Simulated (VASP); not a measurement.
# Ga2SnSe4 (I4) in VASP: relaxation of cell and atoms with PBE

Aim: the relaxation of cell and atoms of Ga2SnSe4 with PBE.

All numbers are computed with VASP 6.6.1; they aren't measurements. Logs are shortened: lines on timing, memory, paths and dates and some standing lists are left out, and cuts for length are marked.

## 1. The cell of the first run

Symmetry: I4, No. 79, tetragonal system. The conventional cell has a = 7.738 Å, b = 7.738 Å, c = 6.381 Å, α = 90.00°, β = 90.00°, γ = 90.00°. Ga (site symmetry 2) has 4 Se at 2.47 Å and 2 Ga at 3.19 Å within 3.3 Å. Within 4.0 Å of Sn (site symmetry 4) lie 8 Se at 2.99 to 3.64 Å and 4 Ga at 3.91 Å. Within 3.3 Å of Se (site symmetry 1) lie 2 Ga at 2.47 Å and 1 Sn at 2.99 Å.

## 2. Relaxation of cell and atoms, PBE

INCAR reads:

```
ALGO = Normal ; EDIFF = 1E-7
EDIFFG = -0.01 ; ENCUT = 600
GGA = PE ; IBRION = 2
ISIF = 3 ; ISMEAR = 0
LASPH = True ; LCHARG = False
LREAL = False ; LWAVE = False
NELM = 60 ; NSW = 100
PREC = Accurate ; SIGMA = 0.02
```

KPOINTS reads:

```
k-points
0
Gamma
  6 6 6
```

POSCAR reads:

```
Ga2SnSe4
1.0
   -3.8689188475      3.8689188475      3.1902703251
    3.8689188475     -3.8689188475      3.1902703251
    3.8689188475      3.8689188475     -3.1902703251
Ga Sn Se
2 1 4
Direct
    0.5125391927      0.0125391927      0.5000000000
    0.0125391927      0.5125391927      0.5000000000
    0.9257006146      0.9257006146      0.0000000000
    0.4407074163      0.5971649012      0.5123482627
    0.0848166385      0.9283591537      0.4876517373
    0.9283591537      0.4407074163      0.8435425152
    0.5971649012      0.0848166385      0.1564574848
```

Potentials or basis: VASP PAW PBE potentials, release 64 (Ga_d, Sn_d, Se).

Command:

```sh
$ cat potpaw_PBE.64/Ga_d/POTCAR potpaw_PBE.64/Sn_d/POTCAR potpaw_PBE.64/Se/POTCAR > POTCAR
$ mpirun -np 1 vasp_std > vasp.out
```

OUTCAR:

```text
EDIFF = 1E-7
   EDIFFG = -0.01
   ENCUT = 600
   GGA = PE
   IBRION = 2
   ISIF = 3
   ISMEAR = 0
   LASPH = True
   LREAL = False
   NELM = 60
   NSW = 100
   PREC = Accurate

 ion  position               nearest neighbor table
   1  0.513  0.013  0.500-   4 2.47   5 2.47   6 2.47   7 2.47
   2  0.013  0.513  0.500-   7 2.47   6 2.47   4 2.47   5 2.47
   3  0.926  0.926  0.000-   5 2.99   7 2.99   4 2.99   6 2.99
   4  0.441  0.597  0.512-   1 2.47   2 2.47   3 2.99
   5  0.085  0.928  0.488-   1 2.47   2 2.47   3 2.99
   6  0.928  0.441  0.844-   2 2.47   1 2.47   3 2.99
   7  0.597  0.085  0.156-   2 2.47   1 2.47   3 2.99

  LATTYP: Found a body centered tetragonal cell.
 ALAT       =     7.7378376950
 C/A-ratio  =     0.8245896207

  Lattice vectors:

 A1 = (  -3.8689188475,   3.8689188475,   3.1902703251)
 A2 = (   3.8689188475,  -3.8689188475,   3.1902703251)
 A3 = (   3.8689188475,   3.8689188475,  -3.1902703251)

Analysis of symmetry for initial positions (statically):
=====================================================================
 Subroutine PRICEL returns:
 Original cell was already a primitive cell.

 Routine SETGRP: Setting up the symmetry group for a
 body centered tetragonal supercell.

 Subroutine GETGRP returns: Found  4 space group operations
 (whereof  4 operations were pure point group operations)
 out of a pool of 16 trial point group operations.

The static configuration has the point symmetry     .

Analysis of symmetry for dynamics (positions and initial velocities):
=====================================================================
 Subroutine PRICEL returns:
 Original cell was already a primitive cell.

 Routine SETGRP: Setting up the symmetry group for a
 body centered tetragonal supercell.

 Subroutine GETGRP returns: Found  4 space group operations
 (whereof  4 operations were pure point group operations)
 out of a pool of 16 trial point group operations.

The dynamic configuration has the point symmetry     .

 Subroutine INISYM returns: Found  4 space group operations
 (whereof  4 operations are pure point group operations),
 and found     1 'primitive' translations

----------------------------------------------------------------------------------------

                                     Primitive cell

  volume of cell :     191.0147

  direct lattice vectors                    reciprocal lattice vectors
    -3.868918847  3.868918847  3.190270325     0.000000000  0.129235070  0.156726531
     3.868918847 -3.868918847  3.190270325     0.129235070  0.000000000  0.156726531
     3.868918847  3.868918847 -3.190270325     0.129235070  0.129235070  0.000000000

  length of vectors
     6.333631726  6.333631726  6.333631726     0.203137660  0.203137660  0.182765989

  position of ions in fractional coordinates (direct lattice)
     0.512539193  0.012539193  0.500000000
     0.012539193  0.512539193  0.500000000
     0.925700615  0.925700615  0.000000000
     0.440707416  0.597164901  0.512348263
     0.084816639  0.928359154  0.487651737
     0.928359154  0.440707416  0.843542515
     0.597164901  0.084816639  0.156457485

  ion indices of the primitive-cell ions
   primitive index   ion index
                 1           1
                 2           2
                 3           3
                 4           4
                 5           5
                 6           6
                 7           7

----------------------------------------------------------------------------------------

 KPOINTS: k-points

Automatic generation of k-mesh.
 Grid dimensions read from file:
 generate k-points for:    6    6    6

 Generating k-lattice:

  Cartesian coordinates                     Fractional coordinates (reciprocal lattice)
     0.000000000  0.021539178  0.026121088     0.166666667  0.000000000  0.000000000
     0.021539178  0.000000000  0.026121088     0.000000000  0.166666667  0.000000000
     0.021539178  0.021539178  0.000000000     0.000000000  0.000000000  0.166666667

  Length of vectors
     0.033856277  0.033856277  0.030460998

  Shift w.r.t. Gamma in fractional coordinates (k-lattice)
     0.000000000  0.000000000  0.000000000

 Subroutine IBZKPT returns following result:
 ===========================================

 Found     36 irreducible k-points:

 Following reciprocal coordinates:
            Coordinates               Weight
  0.000000  0.000000  0.000000      1.000000
  0.166667  0.000000 -0.000000      8.000000
  0.333333 -0.000000  0.000000      8.000000
  0.500000 -0.000000  0.000000      4.000000
  0.166667  0.166667  0.000000      8.000000
  0.333333  0.166667  0.000000      8.000000
[... 16 lines left out ...]
 -0.333333  0.333333 -0.166667      4.000000
 -0.166667  0.333333  0.166667      8.000000
 [... further k-points ...]
   k-points           NKPTS =     36   k-points in BZ     NKDIM =     36   number of bands    NBANDS=     38
   number of dos      NEDOS =    301   number of ions     NIONS =      7
   total plane-waves  NPLWV = 157464
   dimension x,y,z NGX =    54 NGY =   54 NGZ =   54
   dimension x,y,z NGXF=   108 NGYF=  108 NGZF=  108
   ions per type =               2   1   4
   NGX,Y,Z   is equivalent  to a cutoff of  14.17, 14.17, 14.17 a.u.
   NGXF,Y,Z  is equivalent  to a cutoff of  28.35, 28.35, 28.35 a.u.
 SYSTEM =  unknown system
   PREC   = accura    normal or accurate (medium, high low for compatibility)
   ISTART =      0    job   : 0-new  1-cont  2-samecut
   ICHARG =      2    charge: 1-file 2-atom 10-const
   ISPIN  =      1    spin polarized calculation?
   LNONCOLLINEAR =      F non collinear calculations
   LSORBIT =      F    spin-orbit coupling
   LASPH  =      T    aspherical Exc in radial PAW
   ENCUT  =  600.0 eV  44.10 Ry    6.64 a.u.  12.65 12.65 12.65*2*pi/ulx,y,z
   NELM   =     60;   NELMIN=  2; NELMDL= -5     # of ELM steps
   EDIFF  = 0.1E-06   stopping-criterion for ELM
   LREAL  =      F    real-space projection
   EDIFFG = -.1E-01   stopping-criterion for IOM
   NSW    =    100    number of steps for IOM
   IBRION =      2    ionic relax: 0-MD 1-quasi-New 2-CG
   NFREE  =      1    steps in history (QN), initial steepest desc. (CG)
   ISIF   =      3    stress and relaxation
   ISYM   =      2    0-nonsym 1-usesym 2-fastsym
   POTIM  = 0.5000    time-step for ionic-motion
   TEBEG  =    0.0;   TEEND  =   0.0 temperature during run
   PSTRESS=    0.0 pullay stress
   NELECT =      64.0000    total number of electrons
   NUPDOWN=      -1.0000    fix difference up-down
   EMIN   =  10.00;   EMAX   =-10.00  energy-range for DOS
   EFERMI =   0.00;   METHOD = LEGACY
   ISMEAR =     0;   SIGMA  =   0.02  broadening in eV -4-tet -1-fermi 0-gaus
   EFERMI_NEDOS =   21; number of points for ismear=-14 and -15
   IALGO  =     38    algorithm
   IMIX   =      4    mixing-type and parameters
     AMIX     =   0.40;   BMIX     =  1.00
     AMIX_MAG =   1.60;   BMIX_MAG =  1.00
  volume/ion in A,a.u.               =      27.29       184.15
  Fermi-wavevector in a.u.,A,eV,Ry     =   1.137049  2.148711 17.590712  1.292881
  Thomas-Fermi vector in A             =   2.273754
   LORBIT       =      0    0 simple, 1 ext, 2 COOP (PROOUT), +10 PAW based schemes
   GGA     = PE    functional components
   LHFCALC =     F    Hartree Fock is set to
   AEXX    =    0.0000 exact exchange contribution
   IVDW    =     0    specifies the selected vdW correction
   LEPSILON=     F    determine dielectric tensor
   LRPA    =     F    only Hartree local field effects (RPA)
 conjugate gradient relaxation of ions
 non-spin polarized calculation
 Gauss-broadening in eV      SIGMA  =   0.02
  energy-cutoff  :      600.00
  volume of cell :      191.01
 maximum number of plane-waves:      6413
 NGX is ok and might be reduce to    54
   NGX = 25   NGY = 25   NGZ = 25

--------------------------------------- Ionic step        1  -------------------------------------------

 number of electron      64.0000007 magnetization

 Free energy of the ion-electron system (eV)
  ---------------------------------------------------
  ext. energy  EPLUGINS =         0.00000000
  ---------------------------------------------------
  free energy    TOTEN  =       -27.29990209 eV

  energy without entropy =      -27.29990209  energy(sigma->0) =      -27.29990209

------------------------ aborting loop because EDIFF is reached ----------------------------------------

  FORCE on cell =-STRESS in cart. coord.  units (eV):
  Direction    XX          YY          ZZ          XY          YZ          ZX
  --------------------------------------------------------------------------------------
  -------------------------------------------------------------------------------------
  Total       -0.1662522     -0.1662522     -0.2616795      0.0000005      0.0000000      0.0000000
  in kB       -1.3944768     -1.3944768     -2.1948941      0.0000044      0.0000000      0.0000000
  external PRESSURE =      -1.6612825 kB  Pullay stress =       0.0000000 kB
[... 104 lines left out ...]
  FREE ENERGIE OF THE ION-ELECTRON SYSTEM (eV)
  ---------------------------------------------------
  free  energy   TOTEN  =       -27.3012439885 eV

  energy  without entropy=      -27.3012439885  energy(sigma->0) =      -27.30124399

[... ionic steps 4 to 10 ...]

--------------------------------------- Ionic step       11  -------------------------------------------

 number of electron      64.0000008 magnetization

------------------------ aborting loop because EDIFF is reached ----------------------------------------

  FORCE on cell =-STRESS in cart. coord.  units (eV):
  Direction    XX          YY          ZZ          XY          YZ          ZX
  --------------------------------------------------------------------------------------
  -------------------------------------------------------------------------------------
  Total        0.0271408      0.0271408      0.0481918      0.0000006     -0.0000000      0.0000000
  in kB        0.2270198      0.2270198      0.4031015      0.0000049     -0.0000000      0.0000000
  external PRESSURE =       0.2857137 kB  Pullay stress =       0.0000000 kB
[... 67 lines left out ...]
  energy  without entropy=      -27.3023987109  energy(sigma->0) =      -27.30239871

--------------------------------------- Ionic step       13  -------------------------------------------

 number of electron      64.0000008 magnetization

 Free energy of the ion-electron system (eV)
  ---------------------------------------------------
  ext. energy  EPLUGINS =         0.00000000
  ---------------------------------------------------
  free energy    TOTEN  =       -27.30246766 eV

  energy without entropy =      -27.30246766  energy(sigma->0) =      -27.30246766

 E-fermi :   2.5384     XC(G=0):  -8.9370

 val. band max:        2.3828681679   @ k =   0.3333   0.3333   0.1667
 cond. band min:       4.0767976579   @ k =   0.5000   0.5000   0.5000
 fundamental gap:      1.6939294900
 Fermi energy:         2.5384144085

 k-point     1 :       0.0000    0.0000    0.0000
  band No.  band energies     occupation
      1     -18.5138      2.00000
      2     -18.4977      2.00000
      3     -18.4977      2.00000
      4     -18.4744      2.00000
      5     -18.4652      2.00000
      6     -11.9653      2.00000
[... 973 lines left out ...]
     37       6.7538      0.00000
     38       7.3478      0.00000

 [... further k-points ...]

------------------------ aborting loop because EDIFF is reached ----------------------------------------

  FORCE on cell =-STRESS in cart. coord.  units (eV):
  Direction    XX          YY          ZZ          XY          YZ          ZX
  --------------------------------------------------------------------------------------
  -------------------------------------------------------------------------------------
  Total        0.0139312      0.0139312      0.0274198      0.0000006      0.0000000     -0.0000000
  in kB        0.1163907      0.1163907      0.2290836      0.0000046      0.0000000     -0.0000000
  external PRESSURE =       0.1539550 kB  Pullay stress =       0.0000000 kB
[... 22 lines left out ...]
  FREE ENERGIE OF THE ION-ELECTRON SYSTEM (eV)
  ---------------------------------------------------
  free  energy   TOTEN  =       -27.3024676589 eV

  energy  without entropy=      -27.3024676589  energy(sigma->0) =      -27.30246766

 reached required accuracy - stopping structural energy minimisation
```

Run time: 25 min. Hardware: 1 thread of AMD EPYC 9R45 (Zen 5), shared host; peak memory 0.6 GiB.

What came out:

| Item | Value |
| --- | --- |
| Free energy | -27.3025 eV |
| Relaxed volume | 27.40 Å³/atom |
| Relaxed cell | a = 6.344 Å, b = 6.344 Å, c = 6.344 Å, α = 104.63°, β = 104.63°, γ = 119.66° |
| Space group after relaxing (to 0.1 Å) | I4 (No. 79) |
| Energy gained by relaxing | 0.4 meV/atom |
| Ionic steps | 13 |
| Pressure after relaxing | 0.0 GPa |
| Largest force after relaxing | 0.006 eV/Å |
| Band gap on the k mesh | 1.69 eV (least direct gap 1.75 eV) |

Forces on the atoms (eV/Å):
```
Ga   0.000  0.000 -0.006
Ga   0.000  0.000 -0.006
Sn   0.000  0.000  0.004
Se   0.001  0.000  0.002
Se  -0.001  0.000  0.002
Se   0.000 -0.001  0.002
Se   0.000  0.001  0.002
```

The path:
```tsv
step	energy change (eV)	largest force (eV/Å)	pressure (GPa)	volume (Å³)
1	0.0000	0.1005	-0.17	191.01
2	-0.0013	0.0301	0.16	190.23
3	-0.0013	0.0299	0.13	190.30
4	-0.0019	0.0177	0.09	190.71
5	-0.0023	0.0115	0.01	191.35
6	-0.0023	0.0111	0.00	191.43
7	-0.0024	0.0139	-0.04	191.60
8	-0.0024	0.0130	-0.02	191.59
9	-0.0024	0.0123	0.00	191.57
10	-0.0025	0.0178	0.05	191.53
11	-0.0025	0.0157	0.03	191.54
12	-0.0025	0.0135	0.03	191.60
13	-0.0026	0.0063	0.02	191.77
```

Final structure:
```xyz
7
Lattice="-3.8780 3.8780 3.1879 3.8780 -3.8780 3.1879 3.8780 3.8780 -3.1879" Properties=species:S:1:pos:R:3 pbc="T T T"
Ga    0.0000    3.8780    0.0770
Ga    3.8780    0.0000    0.0770
Sn    0.0000    0.0000    5.9073
Se    2.6083    1.3758    1.6755
Se    5.1477   -1.3758    1.6755
Se    1.3758    5.1477    1.6755
Se   -1.3758    2.6083    1.6755
```

Caveat: spin-orbit coupling is left out, which moves the levels of the heavy elements.
